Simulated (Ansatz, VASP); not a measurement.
# Two plane-wave programs on Sc3Al13N16

```xyz
32
Lattice="6.4152 -0.0061 -0.0018 -3.2129 5.5527 0.0018 -0.0028 0.0016 10.1842" Properties=species:S:1:pos:R:3 pbc="T T T"
Al   -0.0058    1.8522    0.0444
Al   -1.6168    4.6216    0.0431
Al   -1.6057    4.6026    5.0510
Al    3.2055    1.8566    0.0413
Al    3.2276    1.8566    5.0492
Al    1.6054    4.6198   -0.0092
Al    1.6235    0.9116    2.5234
Al   -0.0165    3.7176    2.4839
Al   -0.0261    3.6946    7.7147
Al    4.7886    0.9228    2.4821
Al    4.8038    0.9426    7.7130
Al    3.2176    3.6889    2.5208
Al    3.2294    3.6821    7.6635
Sc   -0.0380    1.8708    5.0324
Sc    1.5869    4.6304    5.0825
Sc    1.6223    0.9122    7.6378
N     0.0019    1.8478    1.9785
N    -0.0861    1.8986    7.1336
N    -1.6193    4.6257    1.9396
N    -1.6005    4.5103    6.9884
N     3.2008    1.8568    1.9378
N     3.3101    1.8982    6.9867
N     1.6112    4.6164    1.9301
N     1.5953    4.6256    7.2073
N     1.6900    0.8731    4.4719
N     1.6001    0.9251    9.7239
N    -0.0876    3.7694    4.3644
N    -0.0220    3.7048    9.6447
N     4.7082    0.9584    4.3627
N     4.7969    0.9338    9.6429
N     3.2817    3.6519    4.4274
N     3.2136    3.6912    9.6003
```

Alike in both runs: functional PBE; k mesh 3 × 3 × 2; no spin polarisation.

Ansatz relaxed the structure, and its values are those at the end. VASP's run is a single point on that final structure, the one shown.

```csv
,VASP,Ansatz
version,VASP 6.6.1,Ansatz 0.2.0
potentials or method,"VASP PAW PBE potentials, release 64 (Al, Sc_sv, N), cutoff 520 eV","scalar-relativistic, plane waves, PAW"
occupations,"gaussian, width 0.01 eV",fixed
valence electrons in the cell,152,152
```

|  | VASP | Ansatz | Ansatz less VASP |
| --- | --- | --- | --- |
| gap on the k mesh at the Fermi level (eV) | 3.72 | 3.71 | -0.007 |
| least direct gap on the mesh (eV) | 3.72 | 3.71 | -0.007 |
| pressure (GPa) | 0.0 | 0.0 | -0.03 |
| rms of the force components (eV/Å) | 0.022 | 0.002 | -0.0205 |
